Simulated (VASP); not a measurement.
Runs of VASP 6.6.1 on Na. The structure is that of space group P6_3/mmc (No. 194), or close to it. The cells are those of the table. This isn't the form of Na at room conditions, which is bcc.

```csv
cell,k mesh,gap on the mesh (eV),pressure (GPa)
"a = 3.764, b = 3.764, c = 6.147 Å, angles 90.0, 90.0, 120.0°, 2 atoms",10 × 10 × 5,none,0.1
"a = 3.607, b = 3.607, c = 5.890 Å, angles 90.0, 90.0, 120.0°, 2 atoms",11 × 11 × 6,none,1.3
"a = 3.814, b = 3.814, c = 6.228 Å, angles 90.0, 90.0, 120.0°, 2 atoms",11 × 11 × 6,none,(b)
"a = 3.661, b = 3.661, c = 5.978 Å, angles 90.0, 90.0, 120.0°, 2 atoms",11 × 11 × 6,none,0.8
"a = 3.764, b = 3.764, c = 6.147 Å, angles 90.0, 90.0, 120.0°, 2 atoms",16 × 16 × 9,none,0.1
"a = 3.862, b = 3.862, c = 6.306 Å, angles 90.0, 90.0, 120.0°, 2 atoms",11 × 11 × 6,none,-0.4
"a = 3.764, b = 3.764, c = 6.147 Å, angles 90.0, 90.0, 120.0°, 2 atoms",11 × 11 × 6,none,0.1
"a = 3.713, b = 3.713, c = 6.064 Å, angles 90.0, 90.0, 120.0°, 2 atoms",11 × 11 × 6,none,0.3
"a = 3.909, b = 3.909, c = 6.383 Å, angles 90.0, 90.0, 120.0°, 2 atoms",11 × 11 × 6,none,(a)
```

Alike in all rows: task single point; level r2SCAN; potentials or basis VASP PAW PBE potentials, release 64 (Na_pv); no spin polarisation; cutoff (eV) 520; smearing fermi-dirac 0.1 eV.

**Question.** Fill in the values left out.

**Answer.** (a) -0.6; (b) -0.2.

Caveats: the PAW data sets were made with another functional, which shifts forces and pressure a little.

A gap of «none» marks levels without a gap at the run's occupations.
